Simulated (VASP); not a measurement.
# Te2Mo in VASP: single point with LDA

Aim: the single point of Te2Mo with LDA.

All numbers are computed with VASP 6.6.1; they aren't measurements. Logs are shortened: lines on timing, memory, paths and dates and some standing lists are left out, and cuts for length are marked.

**1. The cell of the first run**

The cell holds a slab with vacuum, 9 atoms: a = 3.471 Å, b = 3.471 Å, c = 30.207 Å, α = 90.00°, β = 90.00°, γ = 120.00°.

**2. Single point, LDA (atoms displaced along a vibrational mode)**

Contents of INCAR:

```
PREC     = Accurate       # precision mode
ENCUT    = 520            # plane-wave cutoff, eV
EDIFF    = 1E-7           # SCF threshold, eV
ISMEAR   = 0              # smearing method
SIGMA    = 0.05           # smearing width, eV
LREAL    = False          # projectors in reciprocal space
LASPH    = True           # aspherical terms in the spheres
NELM     = 100            # most SCF steps
ALGO     = Normal         # electronic algorithm
ISIF     = 2              # what is computed and relaxed
LWAVE    = False          # write WAVECAR
LCHARG   = False          # write CHGCAR
NBANDS   = 49             # bands
KPAR     = 4
```

Contents of KPOINTS:

```
regular mesh
0
Gamma
  12 12 1
```

Contents of POSCAR:

```
Te2Mo
1.0
    3.4709964735      0.0000000000      0.0000000000
   -1.7354982368      3.0059711225      0.0000000000
    0.0000000000      0.0000000000     30.2065362563
Te Mo
6 3
Direct
    0.0021965585      0.0016079924      0.9405159683
    0.4136672576      0.7254751808      0.7128929968
    0.2551896774      0.6094615402      0.1682534351
    0.4114769893      0.7238717931      0.8317465649
    0.2529994090      0.6078581525      0.2871070032
   -0.0021965585     -0.0016079924      0.0594840317
    0.0790452725      0.0578651556      0.7722229666
   -0.0790452725     -0.0578651556      0.2277770334
    0.3333333333      0.6666666667      0.0000000000
```

Potentials or basis: VASP PAW LDA potentials, release 64 (Te, Mo_sv).

The run is started by

```sh
$ cat potpaw_LDA.64/Te/POTCAR potpaw_LDA.64/Mo_sv/POTCAR > POTCAR
$ mpirun -np 4 vasp_std > vasp.out
```

OUTCAR:

```text
PREC = Accurate
   ENCUT = 520
   EDIFF = 1E-7
   ISMEAR = 0
   LREAL = False
   LASPH = True
   NELM = 100
   ISIF = 2

 ion  position               nearest neighbor table
   1  0.002  0.002  0.941-   9 2.69   9 2.69   9 2.70   6 3.59
   2  0.414  0.725  0.713-   7 2.69   7 2.69   7 2.69   4 3.59
   3  0.255  0.609  0.168-   8 2.69   8 2.69   8 2.69   5 3.59
   4  0.411  0.724  0.832-   7 2.69   7 2.69   7 2.69   2 3.59
   5  0.253  0.608  0.287-   8 2.69   8 2.69   8 2.69   3 3.59
   6  0.998  0.998  0.059-   9 2.69   9 2.69   9 2.70   1 3.59
   7  0.079  0.058  0.772-   2 2.69   2 2.69   2 2.69   4 2.69   4 2.69   4 2.69
   8  0.921  0.942  0.228-   5 2.69   5 2.69   3 2.69   5 2.69   3 2.69   3 2.69
   9  0.333  0.667  0.000-   6 2.69   1 2.69   1 2.69   6 2.69   6 2.70   1 2.70

  LATTYP: Found a hexagonal cell.
 ALAT       =     3.4709964735
 C/A-ratio  =     8.7025545796

  Lattice vectors:

 A1 = (   3.4709964735,   0.0000000000,   0.0000000000)
 A2 = (  -1.7354982368,   3.0059711225,   0.0000000000)
 A3 = (   0.0000000000,   0.0000000000,  30.2065362563)

Analysis of symmetry for initial positions (statically):
=====================================================================
 Subroutine PRICEL returns:
 Original cell was already a primitive cell.

 Routine SETGRP: Setting up the symmetry group for a
 hexagonal supercell.

 Subroutine GETGRP returns: Found  1 space group operations
 (whereof  1 operations were pure point group operations)
 out of a pool of 24 trial point group operations.

The static configuration has the point symmetry C_1 .

Analysis of symmetry for dynamics (positions and initial velocities):
=====================================================================
 Subroutine PRICEL returns:
 Original cell was already a primitive cell.

 Routine SETGRP: Setting up the symmetry group for a
 hexagonal supercell.

 Subroutine GETGRP returns: Found  1 space group operations
 (whereof  1 operations were pure point group operations)
 out of a pool of 24 trial point group operations.

The dynamic configuration has the point symmetry C_1 .

 Subroutine INISYM returns: Found  1 space group operations
 (whereof  1 operations are pure point group operations),
 and found     1 'primitive' translations

----------------------------------------------------------------------------------------

                                     Primitive cell

  volume of cell :     315.1664

[... 110 lines left out ...]
   POTIM  = 0.5000    time-step for ionic-motion
   TEBEG  =    0.0;   TEEND  =   0.0 temperature during run
   PSTRESS=    0.0 pullay stress
   NELECT =      78.0000    total number of electrons
   NUPDOWN=      -1.0000    fix difference up-down
   EMIN   =  10.00;   EMAX   =-10.00  energy-range for DOS
   EFERMI =   0.00;   METHOD = LEGACY
   ISMEAR =     0;   SIGMA  =   0.05  broadening in eV -4-tet -1-fermi 0-gaus
   EFERMI_NEDOS =   21; number of points for ismear=-14 and -15
   IALGO  =     38    algorithm
   IMIX   =      4    mixing-type and parameters
     AMIX     =   0.40;   BMIX     =  1.00
     AMIX_MAG =   1.60;   BMIX_MAG =  1.00
  volume/ion in A,a.u.               =      35.02       236.32
  Fermi-wavevector in a.u.,A,eV,Ry     =   1.027842  1.942340 14.374002  1.056459
  Thomas-Fermi vector in A             =   2.161808
   LORBIT       =      0    0 simple, 1 ext, 2 COOP (PROOUT), +10 PAW based schemes
   GGA     = CA    functional components
   LHFCALC =     F    Hartree Fock is set to
   AEXX    =    0.0000 exact exchange contribution
   IVDW    =     0    specifies the selected vdW correction
   LEPSILON=     F    determine dielectric tensor
   LRPA    =     F    only Hartree local field effects (RPA)
 non-spin polarized calculation
 Gauss-broadening in eV      SIGMA  =   0.05
  energy-cutoff  :      520.00
  volume of cell :      315.17
 maximum number of plane-waves:      8573
 NGX is ok and might be reduce to    28
   NGX = 13   NGY = 13   NGZ =113

 number of electron      77.9999998 magnetization

 Free energy of the ion-electron system (eV)
  ---------------------------------------------------
  ext. energy  EPLUGINS =         0.00000000
  ---------------------------------------------------
  free energy    TOTEN  =       -61.72250176 eV

  energy without entropy =      -61.72250176  energy(sigma->0) =      -61.72250176

 E-fermi :   4.5687     XC(G=0):  -7.8098

 val. band max:        4.2874257298   @ k =   0.0000   0.0000   0.0000
 cond. band min:       5.1042682909   @ k =   0.4167  -0.1667   0.0000
 fundamental gap:      0.8168425610
 Fermi energy:         4.5686513406

 k-point     1 :       0.0000    0.0000    0.0000
  band No.  band energies     occupation
      1     -56.1384      2.00000
      2     -56.1339      2.00000
      3     -56.1339      2.00000
      4     -30.5291      2.00000
      5     -30.5266      2.00000
      6     -30.5266      2.00000
[... 1237 lines left out ...]
     48       6.6626      0.00000
     49       7.6144      0.00000

 [... further k-points ...]

------------------------ aborting loop because EDIFF is reached ----------------------------------------

  FORCE on cell =-STRESS in cart. coord.  units (eV):
  Direction    XX          YY          ZZ          XY          YZ          ZX
  --------------------------------------------------------------------------------------
  -------------------------------------------------------------------------------------
  Total        0.3389903      0.3385889      0.6825472     -0.0160016      0.6146929      0.6148133
  in kB        1.7232882      1.7212479      3.4697916     -0.0813457      3.1248480      3.1254601
  external PRESSURE =       2.3047759 kB  Pullay stress =       0.0000000 kB

 VOLUME and BASIS-vectors are now :
 -----------------------------------------------------------------------------
  energy-cutoff  :      520.00
  volume of cell :      315.17
      direct lattice vectors                 reciprocal lattice vectors
     3.470996474  0.000000000  0.000000000     0.288101704  0.166335597  0.000000000
    -1.735498237  3.005971123  0.000000000     0.000000000  0.332671193  0.000000000
     0.000000000  0.000000000 30.206536256     0.000000000  0.000000000  0.033105418

 POSITION                                       TOTAL-FORCE (eV/Angst)
 -----------------------------------------------------------------------------------
      0.00483      0.00483     28.40973         0.006572     -0.000721     -0.041798
      0.17678      2.18076     21.53403        -0.016325     -0.016242     -0.057780
     -0.17196      1.83202      5.08235         0.008723      0.015790     -0.042334
      0.17196      2.17594     25.12418        -0.022801     -0.015713      0.040140
     -0.17678      1.82720      8.67251         0.016178      0.016248      0.057868
      1.73066      3.00114      1.79681         0.007935      0.000651      0.043917
      0.17394      0.17394     23.32618        -0.013931     -0.012024     -0.000278
      1.56156      2.83203      6.88036         0.010226      0.012015     -0.000383
     -0.00000      2.00398      0.00000         0.003422     -0.000003      0.000649
 -----------------------------------------------------------------------------------
    total drift:                               -0.000028      0.000026     -0.000010

  FREE ENERGIE OF THE ION-ELECTRON SYSTEM (eV)
  ---------------------------------------------------
  free  energy   TOTEN  =       -61.7225017617 eV

  energy  without entropy=      -61.7225017617  energy(sigma->0) =      -61.72250176
```

OSZICAR:

```text
N       E                     dE             d eps       ncg     rms          rms(c)
DAV:   1     0.631243523081E+03    0.63124E+03   -0.39338E+04  8908   0.137E+03
DAV:   2    -0.194352791580E+02   -0.65068E+03   -0.63097E+03  8830   0.328E+02
DAV:   3    -0.619432646644E+02   -0.42508E+02   -0.41189E+02  9156   0.707E+01
[... 20 lines left out ...]
DAV:  24    -0.617224992257E+02   -0.52334E-05   -0.14505E-07  5304   0.843E-04    0.378E-03
DAV:  25    -0.617225010019E+02   -0.17762E-05   -0.72957E-08  5234   0.977E-04    0.210E-03
DAV:  26    -0.617225016064E+02   -0.60450E-06   -0.64209E-08  4824   0.869E-04    0.660E-04
DAV:  27    -0.617225017446E+02   -0.13818E-06   -0.97641E-09  4709   0.305E-04    0.300E-04
DAV:  28    -0.617225017617E+02   -0.17111E-07   -0.22726E-09  4102   0.156E-04
   1 F= -.61722502E+02 E0= -.61722502E+02  d E =-.357457E-17
```

stdout:

```text
POSCAR found type information on POSCAR TeMo
 POSCAR found :  2 types and       9 ions
 scaLAPACK will be used
 LDA part: xc-table for (Slater(with rela. corr.)+CA(PZ))
 , standard interpolation
 POSCAR, INCAR and KPOINTS ok, starting setup
 FFT: planning ... GRIDC
 FFT: planning ... GRID_SOFT
 FFT: planning ... GRID
 WAVECAR not read
 entering main loop
```

Wall time 19 min (4 MPI ranks of Oxide Virtual Turin-like, shared host); peak memory 0.95 GiB.

Results:

```yaml
Free_energy: -61.7225 eV
Largest_force: 0.062 eV/Å
Band_gap_on_the_k_mesh: 0.82 eV (least direct gap 1.15 eV)
```

Forces on the atoms (eV/Å):
```
Te   0.007 -0.001 -0.042
Te  -0.016 -0.016 -0.058
Te   0.009  0.016 -0.042
Te  -0.023 -0.016  0.040
Te   0.016  0.016  0.058
Te   0.008  0.001  0.044
Mo  -0.014 -0.012  0.000
Mo   0.010  0.012  0.000
Mo   0.003  0.000  0.001
```

Levels at points of the mesh, in eV from the valence-band top:
| k point | band 36 | band 37 | band 38 | band 39 | band 40 | band 41 | band 42 | band 43 |
| --- | --- | --- | --- | --- | --- | --- | --- | --- |
| (0.00, 0.00, 0.00) | -1.01 | -0.97 | -0.10 | 0.00 | 3.03 | 3.03 | 3.13 | 3.13 |
| (0.50, 0.00, 0.00) | -0.92 | -0.50 | -0.37 | -0.26 | 1.35 | 1.37 | 1.39 | 1.54 |
| (0.00, 0.50, 0.00) | -0.94 | -0.50 | -0.37 | -0.26 | 1.35 | 1.37 | 1.39 | 1.54 |
| (0.50, 0.50, 0.00) | -0.97 | -0.49 | -0.37 | -0.27 | 1.35 | 1.37 | 1.39 | 1.55 |

Caveat: the cell differs from its parent crystal (atoms displaced along a vibrational mode); there is no dipole correction, which matters where the two faces differ; spin-orbit coupling is left out, which moves the levels of the heavy elements.
